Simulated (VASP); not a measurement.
# SiC (P6_3mc) in VASP: notebook, part 2 of 2

VASP 6.6.1.

## 4. Single point, PBE (strain +0.0150 x Voigt [1, 1, 0, 0, 0, 0])

Contents of INCAR:

```
ALGO = Normal ; EDIFF = 1E-6
ENCUT = 520 ; GGA = PE
ISIF = 2 ; ISMEAR = 0
LASPH = T ; LCHARG = T
LELF = T ; LREAL = F
LVHAR = T ; LWAVE = F
NBANDS = 16 ; NELM = 80
PREC = Accurate ; SIGMA = 0.05
```

Contents of KPOINTS:

```
k-points
0
Gamma
  12 12 6
```

Contents of POSCAR:

```
SiC
1.0
    3.1383665354      0.0000000000      0.0000000000
   -1.5691832677      2.7179051461      0.0000000000
    0.0000000000      0.0000000000      5.0737646004
Si C
2 2
Direct
    0.3333333333      0.6666666667      0.0045636718
    0.6666666667      0.3333333333      0.5045636718
    0.3333333333      0.6666666667      0.3804363282
    0.6666666667      0.3333333333      0.8804363282
```

Potentials or basis: VASP PAW PBE potentials, release 64 (Si, C).

The run is started by

```
> cat potpaw_PBE.64/Si/POTCAR potpaw_PBE.64/C/POTCAR > POTCAR
> mpirun -np 1 vasp_std > vasp.out
```

OUTCAR:

```text
EDIFF = 1E-6
   ENCUT = 520
   GGA = PE
   ISIF = 2
   ISMEAR = 0
   LASPH = T
   LREAL = F
   NELM = 80
   PREC = Accurate

 ion  position               nearest neighbor table
   1  0.333  0.667  0.005-   3 1.91   4 1.92   4 1.92   4 1.92   2 3.12   2 3.12   2 3.12   2 3.12
                             2 3.12   2 3.12
   2  0.667  0.333  0.505-   4 1.91   3 1.92   3 1.92   3 1.92   1 3.12   1 3.12   1 3.12   1 3.12
                             1 3.12   1 3.12
   3  0.333  0.667  0.380-   1 1.91   2 1.92   2 1.92   2 1.92
   4  0.667  0.333  0.880-   2 1.91   1 1.92   1 1.92   1 1.92

  LATTYP: Found a hexagonal cell.
 ALAT       =     3.1383665354
 C/A-ratio  =     1.6166896196

  Lattice vectors:

 A1 = (   3.1383665354,   0.0000000000,   0.0000000000)
 A2 = (  -1.5691832677,   2.7179051461,   0.0000000000)
 A3 = (   0.0000000000,   0.0000000000,   5.0737646004)

Analysis of symmetry for initial positions (statically):
=====================================================================
 Subroutine PRICEL returns:
 Original cell was already a primitive cell.

 Routine SETGRP: Setting up the symmetry group for a
 hexagonal supercell.

 Subroutine GETGRP returns: Found 12 space group operations
 (whereof  6 operations were pure point group operations)
 out of a pool of 24 trial point group operations.

The static configuration has the point symmetry C_3v.
 The point group associated with its full space group is C_6v.

Analysis of symmetry for dynamics (positions and initial velocities):
=====================================================================
 Subroutine PRICEL returns:
 Original cell was already a primitive cell.

 Routine SETGRP: Setting up the symmetry group for a
 hexagonal supercell.

 Subroutine GETGRP returns: Found 12 space group operations
 (whereof  6 operations were pure point group operations)
 out of a pool of 24 trial point group operations.

The dynamic configuration has the point symmetry C_3v.
 The point group associated with its full space group is C_6v.

 Subroutine INISYM returns: Found 12 space group operations
 (whereof  6 operations are pure point group operations),
 and found     1 'primitive' translations

----------------------------------------------------------------------------------------

                                     Primitive cell

  volume of cell :      43.2781

  direct lattice vectors                    reciprocal lattice vectors
     3.138366535  0.000000000  0.000000000     0.318637096  0.183965213  0.000000000
    -1.569183268  2.717905146  0.000000000     0.000000000  0.367930427  0.000000000
     0.000000000  0.000000000  5.073764600     0.000000000  0.000000000  0.197092313

  length of vectors
     3.138366535  3.138366535  5.073764600     0.367930427  0.367930427  0.197092313

  position of ions in fractional coordinates (direct lattice)
     0.333333333  0.666666667  0.004563672
     0.666666667  0.333333333  0.504563672
     0.333333333  0.666666667  0.380436328
[... 31 lines left out ...]
 ===========================================

 Found     76 irreducible k-points:

 Following reciprocal coordinates:
            Coordinates               Weight
  0.000000  0.000000  0.000000      1.000000
  0.083333 -0.000000  0.000000      6.000000
  0.166667 -0.000000  0.000000      6.000000
  0.250000 -0.000000  0.000000      6.000000
  0.333333 -0.000000  0.000000      6.000000
  0.416667 -0.000000  0.000000      6.000000
[... 16 lines left out ...]
  0.250000 -0.000000  0.166667     12.000000
  0.333333 -0.000000  0.166667     12.000000
 [... further k-points ...]
   k-points           NKPTS =     76   k-points in BZ     NKDIM =     76   number of bands    NBANDS=     16
   number of dos      NEDOS =    301   number of ions     NIONS =      4
   total plane-waves  NPLWV =  23040
   dimension x,y,z NGX =    24 NGY =   24 NGZ =   40
   dimension x,y,z NGXF=    48 NGYF=   48 NGZF=   80
   ions per type =               2   2
   NGX,Y,Z   is equivalent  to a cutoff of  12.71, 12.71, 13.11 a.u.
   NGXF,Y,Z  is equivalent  to a cutoff of  25.43, 25.43, 26.21 a.u.
 SYSTEM =  unknown system
   PREC   = accura    normal or accurate (medium, high low for compatibility)
   ISTART =      0    job   : 0-new  1-cont  2-samecut
   ICHARG =      2    charge: 1-file 2-atom 10-const
   ISPIN  =      1    spin polarized calculation?
   LNONCOLLINEAR =      F non collinear calculations
   LSORBIT =      F    spin-orbit coupling
   LASPH  =      T    aspherical Exc in radial PAW
   ENCUT  =  520.0 eV  38.22 Ry    6.18 a.u.   5.84  5.84  9.43*2*pi/ulx,y,z
   NELM   =     80;   NELMIN=  2; NELMDL= -5     # of ELM steps
   EDIFF  = 0.1E-05   stopping-criterion for ELM
   LREAL  =      F    real-space projection
   EDIFFG = 0.1E-04   stopping-criterion for IOM
   NSW    =      0    number of steps for IOM
   IBRION =     -1    ionic relax: 0-MD 1-quasi-New 2-CG
   NFREE  =      0    steps in history (QN), initial steepest desc. (CG)
   ISIF   =      2    stress and relaxation
   ISYM   =      2    0-nonsym 1-usesym 2-fastsym
   POTIM  = 0.5000    time-step for ionic-motion
   TEBEG  =    0.0;   TEEND  =   0.0 temperature during run
   PSTRESS=    0.0 pullay stress
   NELECT =      16.0000    total number of electrons
   NUPDOWN=      -1.0000    fix difference up-down
   EMIN   =  10.00;   EMAX   =-10.00  energy-range for DOS
   EFERMI =   0.00;   METHOD = LEGACY
   ISMEAR =     0;   SIGMA  =   0.05  broadening in eV -4-tet -1-fermi 0-gaus
   EFERMI_NEDOS =   21; number of points for ismear=-14 and -15
   IALGO  =     38    algorithm
   IMIX   =      4    mixing-type and parameters
     AMIX     =   0.40;   BMIX     =  1.00
     AMIX_MAG =   1.60;   BMIX_MAG =  1.00
  volume/ion in A,a.u.               =      10.82        73.01
  Fermi-wavevector in a.u.,A,eV,Ry     =   1.174966  2.220364 18.783465  1.380546
  Thomas-Fermi vector in A             =   2.311355
   LORBIT       =      0    0 simple, 1 ext, 2 COOP (PROOUT), +10 PAW based schemes
   GGA     = PE    functional components
   LHFCALC =     F    Hartree Fock is set to
   AEXX    =    0.0000 exact exchange contribution
   IVDW    =     0    specifies the selected vdW correction
   LEPSILON=     F    determine dielectric tensor
   LRPA    =     F    only Hartree local field effects (RPA)
 non-spin polarized calculation
 Gauss-broadening in eV      SIGMA  =   0.05
  energy-cutoff  :      520.00
  volume of cell :       43.28
 maximum number of plane-waves:      1184
 NGX is ok and might be reduce to    24
   NGX = 11   NGY = 11   NGZ = 19

 number of electron      16.0000001 magnetization

 Free energy of the ion-electron system (eV)
  ---------------------------------------------------
  ext. energy  EPLUGINS =         0.00000000
  ---------------------------------------------------
  free energy    TOTEN  =       -30.07548946 eV

  energy without entropy =      -30.07548946  energy(sigma->0) =      -30.07548946

 E-fermi :   7.9760     XC(G=0): -11.1525

 val. band max:        7.7393685927   @ k =   0.0000   0.0000   0.0000
 cond. band min:      10.1481162945   @ k =   0.3333   0.3333   0.0000
 fundamental gap:      2.4087477019
 Fermi energy:         7.9760059098

 k-point     1 :       0.0000    0.0000    0.0000
  band No.  band energies     occupation
      1      -7.4588      2.00000
      2      -3.9381      2.00000
      3      -0.6687      2.00000
      4       6.3704      2.00000
      5       6.3704      2.00000
      6       7.6954      2.00000
[... 433 lines left out ...]
      3       0.5231      2.00000
      4       2.3210      2.00000
      5       3.0695      2.00000
      6       4.9106      2.00000
[... 8 lines left out ...]
     15      18.7211      0.00000
     16      19.3934      0.00000

 [... further k-points ...]

------------------------ aborting loop because EDIFF is reached ----------------------------------------

  FORCE on cell =-STRESS in cart. coord.  units (eV):
  Direction    XX          YY          ZZ          XY          YZ          ZX
  --------------------------------------------------------------------------------------
  -------------------------------------------------------------------------------------
  Total       -2.3153149     -2.3153149     -0.2300990      0.0000000      0.0000000     -0.0000000
  in kB      -85.7141219    -85.7141219     -8.5183806      0.0000000      0.0000000     -0.0000000
  external PRESSURE =     -59.9822081 kB  Pullay stress =       0.0000000 kB

 VOLUME and BASIS-vectors are now :
 -----------------------------------------------------------------------------
  energy-cutoff  :      520.00
  volume of cell :       43.28
      direct lattice vectors                 reciprocal lattice vectors
     3.138366535  0.000000000  0.000000000     0.318637096  0.183965213  0.000000000
    -1.569183268  2.717905146  0.000000000     0.000000000  0.367930427  0.000000000
     0.000000000  0.000000000  5.073764600     0.000000000  0.000000000  0.197092313

 POSITION                                       TOTAL-FORCE (eV/Angst)
 -----------------------------------------------------------------------------------
     -0.00000      1.81194      0.02315        -0.000000      0.000000     -0.120420
      1.56918      0.90597      2.56004         0.000000     -0.000000     -0.120420
     -0.00000      1.81194      1.93024        -0.000000      0.000000      0.120420
      1.56918      0.90597      4.46713         0.000000      0.000000      0.120420
 -----------------------------------------------------------------------------------
    total drift:                               -0.000000      0.000000      0.000258

  FREE ENERGIE OF THE ION-ELECTRON SYSTEM (eV)
  ---------------------------------------------------
  free  energy   TOTEN  =       -30.0754894630 eV

  energy  without entropy=      -30.0754894630  energy(sigma->0) =      -30.07548946
```

stdout:

```text
POSCAR found type information on POSCAR SiC
 POSCAR found :  2 types and       4 ions
 scaLAPACK will be used
 LDA part: xc-table for (Slater+PW92), standard interpolation
 POSCAR, INCAR and KPOINTS ok, starting setup
 FFT: planning ... GRIDC
 FFT: planning ... GRID_SOFT
 FFT: planning ... GRID
 WAVECAR not read
 entering main loop
```

Wall time 54 s (1 thread of Intel Xeon 8259CL, shared host); peak memory 0.18 GiB.

What came out:

```
Free energy            : -30.0755 eV
Pressure               : -6.0 GPa
Largest force          : 0.120 eV/Å
Band gap on the k mesh : 2.41 eV (least direct gap 3.75 eV)
```

Forces on the atoms (eV/Å):
```
Si   0.000  0.000 -0.120
Si   0.000  0.000 -0.120
C    0.000  0.000  0.120
C    0.000  0.000  0.120
```

Caveat: the cell differs from its parent crystal (strain +0.0150 x Voigt [1, 1, 0, 0, 0, 0]); the cell stands under tension. A k mesh can miss the band edges.

## 5. The runs side by side

```csv
cell,gap on the mesh (eV),pressure (GPa),largest force (eV/Å)
"a = 2.999, b = 2.999, c = 5.074 Å, angles 90.0, 90.0, 120.0°, 4 atoms",2.07,15.0,0.36
"a = 3.046, b = 3.046, c = 5.074 Å, angles 90.0, 90.0, 120.0°, 4 atoms",2.19,6.9,0.16
"a = 3.138, b = 3.138, c = 5.074 Å, angles 90.0, 90.0, 120.0°, 4 atoms",2.41,-6.0,0.12
```

Alike in all rows: task single point; level PBE; potentials or basis VASP PAW PBE potentials, release 64 (Si, C); no spin polarisation; k mesh 12 × 12 × 6; cutoff (eV) 520; smearing gaussian 0.05 eV.

Caveats: the cell stands under pressure (at least some runs); the cell stands under tension (at least some runs).

Absolute energies hang on the potentials; compare differences alone.
